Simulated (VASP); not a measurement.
Input of a VASP 6.6.1 run:

Contents of INCAR:

```
SYSTEM = TiCo3
ALGO = Normal
EDIFF = 1E-6
ENCUT = 520
GGA = PS
ISIF = 2
ISMEAR = 0
ISPIN = 2
LASPH = .True.
LCHARG = .False.
LMAXMIX = 4
LORBIT = 11
LREAL = .False.
LWAVE = .False.
MAGMOM = 0.5 1.1 1.1 1.1
NBANDS = 32
NELM = 150
NUPDOWN = 3.8
PREC = Accurate
SIGMA = 0.15
```

The input KPOINTS:

```
k-points
0
Gamma
  12 12 12
  0 0 0
```

Contents of POSCAR:

```
TiCo3
1.0
    3.7360489029      0.0000000000      0.0000000000
    0.0000000000      3.7360489029      0.0000000000
    0.0000000000      0.0000000000      3.7360489029
Ti Co
1 3
Direct
    0.0000000000      0.0000000000      0.0000000000
    0.0000000000      0.5000000000      0.5000000000
    0.5000000000      0.0000000000      0.5000000000
    0.5000000000      0.5000000000      0.0000000000
```

Potentials or basis: VASP PAW PBE potentials, release 64 (Ti_sv, Co).

Launch:

```console
$ cat potpaw_PBE.64/Ti_sv/POTCAR potpaw_PBE.64/Co/POTCAR > POTCAR
$ mpirun -np 1 vasp_std > vasp.out
```

**Question.** Estimate the pressure.

**Answer.** -20.4 GPa.

Caveat: the cell stands under tension; the PAW data sets were made with another functional, which shifts forces and pressure a little; the total moment is fixed, so each spin has its own Fermi level and the state may be an excited one.
